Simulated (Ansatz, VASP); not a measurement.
Sc: VASP beside Ansatz

```
CELL_PARAMETERS angstrom
3.30880 0.00000 0.00000
-1.65440 2.86550 0.00000
0.00000 0.00000 5.34702
ATOMIC_POSITIONS crystal
Sc 0.33333 0.66667 0.25000
Sc 0.66667 0.33333 0.75000
```

Change from the starting cell: strain +0.000 along x and y, +0.015 along z, atoms carried along.

Alike in both runs: task single point; functional PBEsol; k mesh 18 × 18 × 10; occupations gaussian, width 0.15 eV; no spin polarisation.

|  | VASP | Ansatz |
| --- | --- | --- |
| version | VASP 6.6.1 | Ansatz 0.2.0 |
| potentials or method | VASP PAW PBE potentials, release 64 (Sc_sv), cutoff 520 eV | scalar-relativistic, plane waves, PAW |
| valence electrons in the cell | 22 | 22 |

VASP gave:

| Item | Value |
| --- | --- |
| gap on the k mesh at the Fermi level (eV) | none |
| pressure (GPa) | -3.4 |
| traceless stress, the component that is largest in VASP (GPa) | -1.67 |

Q: Estimate Ansatz's values.

A: gap on the k mesh at the Fermi level (eV): none; pressure (GPa): -3.4; traceless stress, the component that is largest in VASP (GPa): -1.66.

VASP's potentials were made for PBE, not for PBEsol. A gap of «none» marks a metal or a gap that the smearing closes. The functional is the same, so the differences come from potentials, cutoffs and numerics.
